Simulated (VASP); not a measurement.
# CdS (F-43m) in VASP: a series of runs

Runs on CdS. Level: revPBE+D3(BJ). Tasks: single point.

Program: VASP 6.6.1. These are calculated values, not measurements. Logs are shortened: lines on timing, memory, paths and dates and some standing lists are left out, and cuts for length are marked.

## 1. The cell of the first run

It takes space group F-43m (No. 216, cubic). Conventional cell: a = 5.820 Å, b = 5.820 Å, c = 5.820 Å, α = 90.00°, β = 90.00°, γ = 90.00°. Cd (site symmetry -43m) has 4 S at 2.52 Å within 3.3 Å. S (site symmetry -43m) has 4 Cd at 2.52 Å within 3.3 Å.

## 2. Single point, revPBE+D3(BJ)

The input, INCAR:

```
ALGO = Normal
EDIFF = 1E-6
ENCUT = 520
GGA = RE
ISIF = 2
ISMEAR = 0
IVDW = 12
LASPH = T
LCHARG = F
LREAL = F
LWAVE = F
NBANDS = 16
NELM = 60
PREC = Accurate
SIGMA = 0.05
```

The input, KPOINTS:

```
k-points
0
Gamma
  8 8 8
```

The input, POSCAR:

```
CdS
1.0
    0.0000000000      2.9099991734      2.9099991734
    2.9099991734      0.0000000000      2.9099991734
    2.9099991734      2.9099991734      0.0000000000
Cd S
1 1
Direct
    0.0000000000      0.0000000000      0.0000000000
    0.7500000000      0.7500000000      0.7500000000
```

Potentials or basis: VASP PAW PBE potentials, release 64 (Cd, S).

Run with:

```
cat potpaw_PBE.64/Cd/POTCAR potpaw_PBE.64/S/POTCAR > POTCAR
mpirun -np 1 vasp_std > vasp.out
```

OUTCAR:

```text
EDIFF = 1E-6
   ENCUT = 520
   GGA = RE
   ISIF = 2
   ISMEAR = 0
   IVDW = 12
   LASPH = T
   LREAL = F
   NELM = 60
   PREC = Accurate
 IVDW          = 12

 ion  position               nearest neighbor table
   1  0.000  0.000  0.000-   2 2.52   2 2.52   2 2.52   2 2.52
   2  0.750  0.750  0.750-   1 2.52   1 2.52   1 2.52   1 2.52

  LATTYP: Found a face centered cubic cell.
 ALAT       =     5.8199983468

  Lattice vectors:

 A1 = (   0.0000000000,   2.9099991734,   2.9099991734)
 A2 = (   2.9099991734,   0.0000000000,   2.9099991734)
 A3 = (   2.9099991734,   2.9099991734,   0.0000000000)

Analysis of symmetry for initial positions (statically):
=====================================================================
 Subroutine PRICEL returns:
 Original cell was already a primitive cell.

 Routine SETGRP: Setting up the symmetry group for a
 face centered cubic supercell.

 Subroutine GETGRP returns: Found 24 space group operations
 (whereof 24 operations were pure point group operations)
 out of a pool of 48 trial point group operations.

The static configuration has the point symmetry T_d .

Analysis of symmetry for dynamics (positions and initial velocities):
=====================================================================
 Subroutine PRICEL returns:
 Original cell was already a primitive cell.

 Routine SETGRP: Setting up the symmetry group for a
 face centered cubic supercell.

 Subroutine GETGRP returns: Found 24 space group operations
 (whereof 24 operations were pure point group operations)
 out of a pool of 48 trial point group operations.

The dynamic configuration has the point symmetry T_d .

 Subroutine INISYM returns: Found 24 space group operations
 (whereof 24 operations are pure point group operations),
 and found     1 'primitive' translations

----------------------------------------------------------------------------------------

                                     Primitive cell

  volume of cell :      49.2843

  direct lattice vectors                    reciprocal lattice vectors
     0.000000000  2.909999173  2.909999173    -0.171821355  0.171821355  0.171821355
     2.909999173  0.000000000  2.909999173     0.171821355 -0.171821355  0.171821355
     2.909999173  2.909999173  0.000000000     0.171821355  0.171821355 -0.171821355

  length of vectors
     4.115360298  4.115360298  4.115360298     0.297603316  0.297603316  0.297603316

  position of ions in fractional coordinates (direct lattice)
     0.000000000  0.000000000  0.000000000
     0.750000000  0.750000000  0.750000000

[... 77 lines left out ...]
   LREAL  =      F    real-space projection
   EDIFFG = 0.1E-04   stopping-criterion for IOM
   NSW    =      0    number of steps for IOM
   IBRION =     -1    ionic relax: 0-MD 1-quasi-New 2-CG
   NFREE  =      0    steps in history (QN), initial steepest desc. (CG)
   ISIF   =      2    stress and relaxation
   ISYM   =      2    0-nonsym 1-usesym 2-fastsym
   POTIM  = 0.5000    time-step for ionic-motion
   TEBEG  =    0.0;   TEEND  =   0.0 temperature during run
   PSTRESS=    0.0 pullay stress
   NELECT =      18.0000    total number of electrons
   NUPDOWN=      -1.0000    fix difference up-down
   EMIN   =  10.00;   EMAX   =-10.00  energy-range for DOS
   EFERMI =   0.00;   METHOD = LEGACY
   ISMEAR =     0;   SIGMA  =   0.05  broadening in eV -4-tet -1-fermi 0-gaus
   EFERMI_NEDOS =   21; number of points for ismear=-14 and -15
   IALGO  =     38    algorithm
   IMIX   =      4    mixing-type and parameters
     AMIX     =   0.40;   BMIX     =  1.00
     AMIX_MAG =   1.60;   BMIX_MAG =  1.00
  volume/ion in A,a.u.               =      24.64       166.29
  Fermi-wavevector in a.u.,A,eV,Ry     =   1.170207  2.211371 18.631616  1.369385
  Thomas-Fermi vector in A             =   2.306669
   LORBIT       =      0    0 simple, 1 ext, 2 COOP (PROOUT), +10 PAW based schemes
   GGA     = RE    functional components
   LHFCALC =     F    Hartree Fock is set to
   AEXX    =    0.0000 exact exchange contribution
   IVDW    =    12    specifies the selected vdW correction
   LEPSILON=     F    determine dielectric tensor
   LRPA    =     F    only Hartree local field effects (RPA)
 non-spin polarized calculation
 Gauss-broadening in eV      SIGMA  =   0.05
  energy-cutoff  :      520.00
  volume of cell :       49.28
 maximum number of plane-waves:      1363
   NGX = 15   NGY = 15   NGZ = 15

 number of electron      18.0000003 magnetization

 Free energy of the ion-electron system (eV)
  ---------------------------------------------------
  ext. energy  EPLUGINS =         0.00000000
  ---------------------------------------------------
  free energy    TOTEN  =        -5.52167201 eV

  energy without entropy =       -5.52167201  energy(sigma->0) =       -5.52167201

 E-fermi :   1.6697     XC(G=0):  -8.9988

 val. band max:        1.4594457499   @ k =   0.0000   0.0000   0.0000
 cond. band min:       2.7599020271   @ k =   0.0000   0.0000   0.0000
 fundamental gap:      1.3004562772
 Fermi energy:         1.6696543401

 k-point     1 :       0.0000    0.0000    0.0000
  band No.  band energies     occupation
      1     -10.9338      2.00000
      2      -6.2923      2.00000
      3      -6.2923      2.00000
      4      -6.2923      2.00000
      5      -5.8054      2.00000
      6      -5.8054      2.00000
[... 433 lines left out ...]
      3      -6.0873      2.00000
      4      -5.8303      2.00000
      5      -5.7779      2.00000
      6      -5.3013      2.00000
[... 8 lines left out ...]
     15      13.8608      0.00000
     16      14.6728      0.00000

 [... further k-points ...]

------------------------ aborting loop because EDIFF is reached ----------------------------------------

 Edisp (eV)   -1.19110

 E8    (eV) :    -0.8074

  FORCE on cell =-STRESS in cart. coord.  units (eV):
  Direction    XX          YY          ZZ          XY          YZ          ZX
  --------------------------------------------------------------------------------------
  -------------------------------------------------------------------------------------
  Total       0.25206     0.25206     0.25206    -0.00000    -0.00000     0.00000
  in kB       8.19414     8.19414     8.19414    -0.00000    -0.00000     0.00000
  external pressure =        8.19 kB  Pullay stress =        0.00 kB

 VOLUME and BASIS-vectors are now :
 -----------------------------------------------------------------------------
  energy-cutoff  :      520.00
  volume of cell :       49.28
      direct lattice vectors                 reciprocal lattice vectors
     0.000000000  2.909999173  2.909999173    -0.171821355  0.171821355  0.171821355
     2.909999173  0.000000000  2.909999173     0.171821355 -0.171821355  0.171821355
     2.909999173  2.909999173  0.000000000     0.171821355  0.171821355 -0.171821355

 POSITION                                       TOTAL-FORCE (eV/Angst)
 -----------------------------------------------------------------------------------
      0.00000      0.00000      0.00000         0.000000      0.000000      0.000000
      4.36500      4.36500      4.36500        -0.000000     -0.000000     -0.000000
 -----------------------------------------------------------------------------------
    total drift:                                0.000000      0.000000      0.000000

  FREE ENERGIE OF THE ION-ELECTRON SYSTEM (eV)
  ---------------------------------------------------
  free  energy   TOTEN  =        -6.7127685693 eV

  energy  without entropy=       -6.7127685693  energy(sigma->0) =       -6.71276857
```

Run time: 18 s. Hardware: 1 thread of Intel Xeon Platinum 8259CL at 2.50GHz (Skylake/Cascade Lake), shared host; peak memory 0.19 GiB.

Results:

```
Free energy                : -6.7128 eV
Pressure                   : 0.8 GPa
Band gap on the k mesh     : 1.30 eV, direct
Dispersion energy per atom : -0.596 eV
```

Caveat: the PAW data sets were made with another functional, which shifts forces and pressure a little.

## 3. Single point, revPBE+D3(BJ)

This run uses another cell than the first one, of 24.74 Å³/atom, 1.004 times its volume.

The input, INCAR:

```
ALGO = Normal ; EDIFF = 1E-6
ENCUT = 520 ; GGA = RE
ISIF = 2 ; ISMEAR = 0
IVDW = 12 ; LASPH = True
LCHARG = False ; LREAL = False
LWAVE = False ; NBANDS = 16
NELM = 100 ; PREC = Accurate
SIGMA = 0.05
```

KPOINTS is that of step 2.

The input, POSCAR:

```
CdS
1.0
    0.0000000000      2.9138740104      2.9138740104
    2.9138740104      0.0000000000      2.9138740104
    2.9138740104      2.9138740104      0.0000000000
Cd S
1 1
Direct
    0.0000000000      0.0000000000      0.0000000000
    0.7500000000      0.7500000000      0.7500000000
```

Potentials or basis: VASP PAW PBE potentials, release 64 (Cd, S).

Run with:

```
cat potpaw_PBE.64/Cd/POTCAR potpaw_PBE.64/S/POTCAR > POTCAR
mpirun -np 1 vasp_std > vasp.out
```

Run time: 19 s. Hardware: 1 thread of Intel Xeon Platinum 8259CL at 2.50GHz (Skylake/Cascade Lake), shared host; peak memory 0.19 GiB.

Results (log left out):

```
Free energy                : -6.7137 eV
Pressure                   : 0.6 GPa
Band gap on the k mesh     : 1.29 eV, direct
Dispersion energy per atom : -0.593 eV
```

Levels at points of the mesh, in eV from the valence-band top:
| k point | band 7 | band 8 | band 9 | band 10 | band 11 | band 12 |
| --- | --- | --- | --- | --- | --- | --- |
| (0.00, 0.00, 0.00) | 0.00 | 0.00 | 0.00 | 1.29 | 6.60 | 6.60 |
| (0.50, 0.00, 0.00) | -4.37 | -0.75 | -0.75 | 3.12 | 7.07 | 7.07 |
| (0.50, 0.50, 0.00) | -3.93 | -1.87 | -1.87 | 3.68 | 4.43 | 9.41 |

Caveat: the PAW data sets were made with another functional, which shifts forces and pressure a little.

## 4. Single point, revPBE+D3(BJ)

This run uses another cell than the first one, of 24.83 Å³/atom, 1.008 times its volume.

The input, INCAR:

```
  PREC = Accurate
  ENCUT = 520
  EDIFF = 1E-7
  ISMEAR = 0
  SIGMA = 0.05
  LREAL = False
  LASPH = True
  NELM = 100
  ALGO = Normal
  ISIF = 2
  LWAVE = False
  LCHARG = False
  GGA = RE
  IVDW = 12
  NBANDS = 16
```

The input, KPOINTS:

```
regular mesh
0
Gamma
  8 8 8
```

The input, POSCAR:

```
CdS
1.0
    0.0000000000      2.9174816438      2.9174816438
    2.9174816438      0.0000000000      2.9174816438
    2.9174816438      2.9174816438      0.0000000000
Cd S
1 1
Direct
    0.0000000000      0.0000000000      0.0000000000
    0.7500000000      0.7500000000      0.7500000000
```

Run with:

```
cat potpaw_PBE.64/Cd/POTCAR potpaw_PBE.64/S/POTCAR > POTCAR
mpirun -np 1 vasp_std > vasp.out
```

Run time: 21 s. Hardware: 1 thread of Intel Xeon Platinum 8259CL at 2.50GHz (Skylake/Cascade Lake), shared host; peak memory 0.19 GiB.

It converged, with:

| Item | Value |
| --- | --- |
| Free energy | -6.7142 eV |
| Pressure | 0.3 GPa |
| Band gap on the k mesh | 1.28 eV, direct |
| Dispersion energy per atom | -0.590 eV |

Levels at points of the mesh, in eV from the valence-band top:
```csv
k point,band 7,band 8,band 9,band 10,band 11,band 12
"(0.00, 0.00, 0.00)",0.00,0.00,0.00,1.28,6.60,6.60
"(0.50, 0.00, 0.00)",-4.35,-0.74,-0.74,3.12,7.07,7.07
"(0.50, 0.50, 0.00)",-3.91,-1.86,-1.86,3.69,4.43,9.39
```

Caveat: the PAW data sets were made with another functional, which shifts forces and pressure a little.

## 5. Overview

```tsv
cell	gap on the mesh (eV)	pressure (GPa)
a = 4.115 Å, angles 60.0°, 2 atoms	1.30	0.8
a = 4.121 Å, angles 60.0°, 2 atoms	1.29	0.6
a = 4.126 Å, angles 60.0°, 2 atoms	1.28	0.3
```

Alike in all rows: task single point; level revPBE+D3(BJ); potentials or basis VASP PAW PBE potentials, release 64 (Cd, S); no spin polarisation; k mesh 8 × 8 × 8; cutoff (eV) 520; smearing gaussian 0.05 eV.

Caveats: the PAW data sets were made with another functional, which shifts forces and pressure a little.

Total energies depend on the potentials used, so only differences within one code and one set of settings carry meaning.
